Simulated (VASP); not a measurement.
# Bi (R-3m) in VASP: further runs

The runs below take Bi through single point, relaxation of cell and atoms, with PBEsol.

Program: VASP 6.6.1. These are calculated values, not measurements. Logs are shortened: lines on timing, memory, paths and dates and some standing lists are left out, and cuts for length are marked.

## 1. The cell of the first run

The structure is trigonal, space group R-3m (No. 166). The conventional cell has a = 4.518 Å, b = 4.518 Å, c = 11.792 Å, α = 90.00°, β = 90.00°, γ = 120.00°. Within 4.0 Å of Bi (site symmetry 3m) lie 6 Bi at 3.06 to 3.49 Å.

## 2. Single point, PBEsol

File INCAR:

```
SYSTEM = Bi
PREC = Accurate
ENCUT = 520
EDIFF = 1E-7
ISMEAR = 1
SIGMA = 0.05
LREAL = .FALSE.
LASPH = .TRUE.
NELM = 60
ALGO = Normal
ISIF = 2
LWAVE = .FALSE.
LCHARG = .TRUE.
GGA = PS
LELF = .TRUE.
LVHAR = .TRUE.
NBANDS = 22
```

File KPOINTS:

```
Automatic mesh
0
G
  6 6 6
  0 0 0
```

File POSCAR:

```
Bi
1.0
    4.7172094508      0.0034390754      0.0023843655
    2.5510278306      3.9679130330      0.0023843655
    2.5510278306      1.3938771344      3.7150297518
Bi
2
Direct
    0.2348475550      0.2348475550      0.2348475550
    0.7651524450      0.7651524450      0.7651524450
```

Potentials or basis: VASP PAW PBE potentials, release 64 (Bi_d).

Started as:

```console
$ cat potpaw_PBE.64/Bi_d/POTCAR > POTCAR
$ mpirun -np 1 vasp_std > vasp.out
```

OUTCAR:

```text
SYSTEM = Bi
   PREC = Accurate
   ENCUT = 520
   EDIFF = 1E-7
   ISMEAR = 1
   LREAL = .FALSE.
   LASPH = .TRUE.
   NELM = 60
   ISIF = 2
   GGA = PS

 ion  position               nearest neighbor table
   1  0.235  0.235  0.235-   2 3.06   2 3.06   2 3.06   2 3.49   2 3.49   2 3.49
   2  0.765  0.765  0.765-   1 3.06   1 3.06   1 3.06   1 3.49   1 3.49   1 3.49

  LATTYP: Found a trigonal (rhomboedric) cell.
 ALAT       =     4.7172113070
 COS(alpha) =     0.5414047976

  Lattice vectors:

 A1 = (   4.7172094508,   0.0034390754,   0.0023843655)
 A2 = (   2.5510278306,   3.9679130330,   0.0023843655)
 A3 = (   2.5510278306,   1.3938771344,   3.7150297518)

Analysis of symmetry for initial positions (statically):
=====================================================================
 Subroutine PRICEL returns:
 Original cell was already a primitive cell.

 Routine SETGRP: Setting up the symmetry group for a
 trigonal (rhombohedral) supercell.

 Subroutine GETGRP returns: Found 12 space group operations
 (whereof 12 operations were pure point group operations)
 out of a pool of 12 trial point group operations.

The static configuration has the point symmetry D_3d.

Analysis of symmetry for dynamics (positions and initial velocities):
=====================================================================
 Subroutine PRICEL returns:
 Original cell was already a primitive cell.

 Routine SETGRP: Setting up the symmetry group for a
 trigonal (rhombohedral) supercell.

 Subroutine GETGRP returns: Found 12 space group operations
 (whereof 12 operations were pure point group operations)
 out of a pool of 12 trial point group operations.

The dynamic configuration has the point symmetry D_3d.

 Subroutine INISYM returns: Found 12 space group operations
 (whereof 12 operations are pure point group operations),
 and found     1 'primitive' translations

----------------------------------------------------------------------------------------

                                     Primitive cell

  volume of cell :      69.4721

  direct lattice vectors                    reciprocal lattice vectors
     4.717209451  0.003439075  0.002384366     0.212136905 -0.136329042 -0.094519086
     2.551027831  3.967913033  0.002384366    -0.000136066  0.252165929 -0.094519086
     2.551027831  1.393877134  3.715029752    -0.000136066 -0.000074346  0.269298176

  length of vectors
     4.717211307  4.717211307  4.717211307     0.269298221  0.269298221  0.269298221

  position of ions in fractional coordinates (direct lattice)
     0.234847555  0.234847555  0.234847555
     0.765152445  0.765152445  0.765152445

  ion indices of the primitive-cell ions
   primitive index   ion index
                 1           1
                 2           2

----------------------------------------------------------------------------------------

 KPOINTS: Automatic mesh

Automatic generation of k-mesh.
 Grid dimensions read from file:
 generate k-points for:    6    6    6

 Generating k-lattice:

  Cartesian coordinates                     Fractional coordinates (reciprocal lattice)
     0.035356151 -0.022721507 -0.015753181     0.166666667  0.000000000  0.000000000
    -0.000022678  0.042027655 -0.015753181     0.000000000  0.166666667  0.000000000
    -0.000022678 -0.000012391  0.044883029    -0.000000000 -0.000000000  0.166666667

  Length of vectors
     0.044883037  0.044883037  0.044883037

  Shift w.r.t. Gamma in fractional coordinates (k-lattice)
     0.000000000  0.000000000  0.000000000

 Subroutine IBZKPT returns following result:
 ===========================================

 Found     32 irreducible k-points:

 Following reciprocal coordinates:
            Coordinates               Weight
  0.000000  0.000000  0.000000      1.000000
  0.166667 -0.000000  0.000000      6.000000
  0.333333 -0.000000  0.000000      6.000000
  0.500000 -0.000000  0.000000      3.000000
  0.166667  0.166667  0.000000      6.000000
  0.333333  0.166667  0.000000     12.000000
[... 16 lines left out ...]
  0.500000  0.500000  0.166667      6.000000
 -0.333333  0.500000  0.166667     12.000000
 [... further k-points ...]
   k-points           NKPTS =     32   k-points in BZ     NKDIM =     32   number of bands    NBANDS=     22
   number of dos      NEDOS =    301   number of ions     NIONS =      2
   total plane-waves  NPLWV =  46656
   dimension x,y,z NGX =    36 NGY =   36 NGZ =   36
   dimension x,y,z NGXF=    72 NGYF=   72 NGZF=   72
   ions per type =               2
   NGX,Y,Z   is equivalent  to a cutoff of  12.69, 12.69, 12.69 a.u.
   NGXF,Y,Z  is equivalent  to a cutoff of  25.37, 25.37, 25.37 a.u.
 SYSTEM =  Bi
   PREC   = accura    normal or accurate (medium, high low for compatibility)
   ISTART =      0    job   : 0-new  1-cont  2-samecut
   ICHARG =      2    charge: 1-file 2-atom 10-const
   ISPIN  =      1    spin polarized calculation?
   LNONCOLLINEAR =      F non collinear calculations
   LSORBIT =      F    spin-orbit coupling
   LASPH  =      T    aspherical Exc in radial PAW
   ENCUT  =  520.0 eV  38.22 Ry    6.18 a.u.   8.77  8.77  8.77*2*pi/ulx,y,z
   NELM   =     60;   NELMIN=  2; NELMDL= -5     # of ELM steps
   EDIFF  = 0.1E-06   stopping-criterion for ELM
   LREAL  =      F    real-space projection
   EDIFFG = 0.1E-05   stopping-criterion for IOM
   NSW    =      0    number of steps for IOM
   IBRION =     -1    ionic relax: 0-MD 1-quasi-New 2-CG
   NFREE  =      0    steps in history (QN), initial steepest desc. (CG)
   ISIF   =      2    stress and relaxation
   ISYM   =      2    0-nonsym 1-usesym 2-fastsym
   POTIM  = 0.5000    time-step for ionic-motion
   TEBEG  =    0.0;   TEEND  =   0.0 temperature during run
   PSTRESS=    0.0 pullay stress
   NELECT =      30.0000    total number of electrons
   NUPDOWN=      -1.0000    fix difference up-down
   EMIN   =  10.00;   EMAX   =-10.00  energy-range for DOS
   EFERMI =   0.00;   METHOD = LEGACY
   ISMEAR =     1;   SIGMA  =   0.05  broadening in eV -4-tet -1-fermi 0-gaus
   EFERMI_NEDOS =   21; number of points for ismear=-14 and -15
   IALGO  =     38    algorithm
   IMIX   =      4    mixing-type and parameters
     AMIX     =   0.40;   BMIX     =  1.00
     AMIX_MAG =   1.60;   BMIX_MAG =  1.00
  volume/ion in A,a.u.               =      34.74       234.41
  Fermi-wavevector in a.u.,A,eV,Ry     =   1.237405  2.338356 20.832844  1.531171
  Thomas-Fermi vector in A             =   2.371973
   LORBIT       =      0    0 simple, 1 ext, 2 COOP (PROOUT), +10 PAW based schemes
   GGA     = PS    functional components
   LHFCALC =     F    Hartree Fock is set to
   AEXX    =    0.0000 exact exchange contribution
   IVDW    =     0    specifies the selected vdW correction
   LEPSILON=     F    determine dielectric tensor
   LRPA    =     F    only Hartree local field effects (RPA)
 non-spin polarized calculation
 Methfessel and Paxton  Order N= 1 SIGMA  =   0.05
  energy-cutoff  :      520.00
  volume of cell :       69.47
 maximum number of plane-waves:      1899
   NGX = 17   NGY = 17   NGZ = 17

 number of electron      30.0000002 magnetization

 Free energy of the ion-electron system (eV)
  ---------------------------------------------------
  ext. energy  EPLUGINS =         0.00000000
  ---------------------------------------------------
  free energy    TOTEN  =        -8.62433722 eV

  energy without entropy =       -8.62411873  energy(sigma->0) =       -8.62426439

 E-fermi :   6.2198     XC(G=0):  -9.7620

 val. band max:        6.1627011102   @ k =   0.3333   0.1667   0.1667
 cond. band min:       6.2218491738   @ k =  -0.3333   0.5000   0.3333
 fundamental gap:      0.0591480635
 Fermi energy:         6.2198193515

 k-point     1 :       0.0000    0.0000    0.0000
  band No.  band energies     occupation
      1     -16.5592      2.00000
      2     -16.5592      2.00000
      3     -16.4018      2.00000
      4     -16.4018      2.00000
      5     -16.3879      2.00000
      6     -16.2098      2.00000
[... 14 lines left out ...]
     21      12.0710      0.00000
     22      12.4031      0.00000

 k-point     2 :       0.1667   -0.0000    0.0000
  band No.  band energies     occupation
      1     -16.5380      2.00000
      2     -16.5325      2.00000
      3     -16.3929      2.00000
      4     -16.3860      2.00000
      5     -16.3736      2.00000
      6     -16.2234      2.00000
[... 14 lines left out ...]
     21      12.4382      0.00000
     22      14.2550      0.00000

 k-point     3 :       0.3333   -0.0000    0.0000
  band No.  band energies     occupation
      1     -16.4866      2.00000
      2     -16.4600      2.00000
      3     -16.3744      2.00000
      4     -16.3453      2.00000
      5     -16.3329      2.00000
      6     -16.2681      2.00000
[... 14 lines left out ...]
     21      13.8497      0.00000
     22      16.6319      0.00000

 k-point     4 :       0.5000   -0.0000    0.0000
  band No.  band energies     occupation
      1     -16.4522      2.00000
      2     -16.3828      2.00000
      3     -16.3626      2.00000
      4     -16.3414      2.00000
      5     -16.3035      2.00000
      6     -16.2889      2.00000
[... 14 lines left out ...]
     21      15.4467      0.00000
     22      15.6792      0.00000

 k-point     5 :       0.1667    0.1667    0.0000
  band No.  band energies     occupation
      1     -16.5556      2.00000
      2     -16.5054      2.00000
      3     -16.4021      2.00000
      4     -16.3778      2.00000
      5     -16.3665      2.00000
      6     -16.2293      2.00000
[... 14 lines left out ...]
     21      13.1401      0.00000
     22      13.2953      0.00000

 k-point     6 :       0.3333    0.1667    0.0000
  band No.  band energies     occupation
      1     -16.5300      2.00000
      2     -16.4472      2.00000
      3     -16.3885      2.00000
      4     -16.3586      2.00000
      5     -16.3320      2.00000
      6     -16.2639      2.00000
[... 14 lines left out ...]
     21      14.3724      0.00000
     22      15.2058      0.00000

 k-point     7 :       0.5000    0.1667    0.0000
  band No.  band energies     occupation
      1     -16.4832      2.00000
      2     -16.3948      2.00000
      3     -16.3549      2.00000
      4     -16.3430      2.00000
      5     -16.3117      2.00000
      6     -16.2881      2.00000
[... 324 lines left out ...]
      6     -16.2631      2.00000
[... 14 lines left out ...]
     21      14.7538      0.00000
     22      15.3402      0.00000

 k-point    21 :      -0.3333    0.3333    0.1667
  band No.  band energies     occupation
      1     -16.4913      2.00000
      2     -16.4188      2.00000
      3     -16.3668      2.00000
      4     -16.3432      2.00000
      5     -16.2985      2.00000
      6     -16.2876      2.00000
[... 14 lines left out ...]
     21      16.1033      0.00000
     22      16.3696      0.00000

 k-point    22 :      -0.1667    0.3333    0.1667
  band No.  band energies     occupation
      1     -16.5170      2.00000
      2     -16.3898      2.00000
      3     -16.3753      2.00000
      4     -16.3373      2.00000
      5     -16.3136      2.00000
      6     -16.2870      2.00000
[... 14 lines left out ...]
     21      14.8178      0.00000
     22      15.4985      0.00000

 k-point    23 :       0.5000    0.5000    0.1667
  band No.  band energies     occupation
      1     -16.5271      2.00000
      2     -16.4232      2.00000
      3     -16.4003      2.00000
      4     -16.3256      2.00000
      5     -16.3178      2.00000
      6     -16.2667      2.00000
[... 14 lines left out ...]
     21      15.6653      0.00000
     22      16.6053      0.00000

 k-point    24 :      -0.3333    0.5000    0.1667
  band No.  band energies     occupation
      1     -16.5146      2.00000
      2     -16.4196      2.00000
      3     -16.3858      2.00000
      4     -16.3338      2.00000
      5     -16.2957      2.00000
      6     -16.2853      2.00000
[... 14 lines left out ...]
     21      16.3248      0.00000
     22      16.6605      0.00000

 [... further k-points ...]
[... 5 lines left out ...]
  --------------------------------------------------------------------------------------
  -------------------------------------------------------------------------------------
  Total       -0.0395632     -0.0285564     -0.0261235     -0.0085739     -0.0032480     -0.0059444
  in kB       -0.9124139     -0.6585721     -0.6024654     -0.1977317     -0.0749060     -0.1370905
  external PRESSURE =      -0.7244838 kB  Pullay stress =       0.0000000 kB

 VOLUME and BASIS-vectors are now :
 -----------------------------------------------------------------------------
  energy-cutoff  :      520.00
  volume of cell :       69.47
      direct lattice vectors                 reciprocal lattice vectors
     4.717209451  0.003439075  0.002384366     0.212136905 -0.136329042 -0.094519086
     2.551027831  3.967913033  0.002384366    -0.000136066  0.252165929 -0.094519086
     2.551027831  1.393877134  3.715029752    -0.000136066 -0.000074346  0.269298176

 POSITION                                       TOTAL-FORCE (eV/Angst)
 -----------------------------------------------------------------------------------
      2.30603      1.26001      0.87359         0.005877      0.003211      0.002226
      7.51323      4.10522      2.84621        -0.005877     -0.003211     -0.002226
 -----------------------------------------------------------------------------------
    total drift:                               -0.000000     -0.000000     -0.000000

  FREE ENERGIE OF THE ION-ELECTRON SYSTEM (eV)
  ---------------------------------------------------
  free  energy   TOTEN  =        -8.6243372211 eV

  energy  without entropy=       -8.6241187275  energy(sigma->0) =       -8.62426439
```

It took 53 s on 1 thread of AMD EPYC 7R13 (Zen 3), shared host; peak memory 0.18 GiB.

Results:

```
Free energy            : -8.6243 eV
Pressure               : -0.1 GPa
Largest force          : 0.007 eV/Å
Band gap on the k mesh : zero (band 15 reaches 6.22 eV, above the bottom of band 16 at 6.04 eV)
```

Forces in eV/Å, atoms in the order of the input:
```
Bi   0.006  0.003  0.002
Bi  -0.006 -0.003 -0.002
```

Caveat: the PAW data sets were made with another functional, which shifts forces and pressure a little; spin-orbit coupling is left out, which moves the levels of the heavy elements.

[end of part 1 of 2]
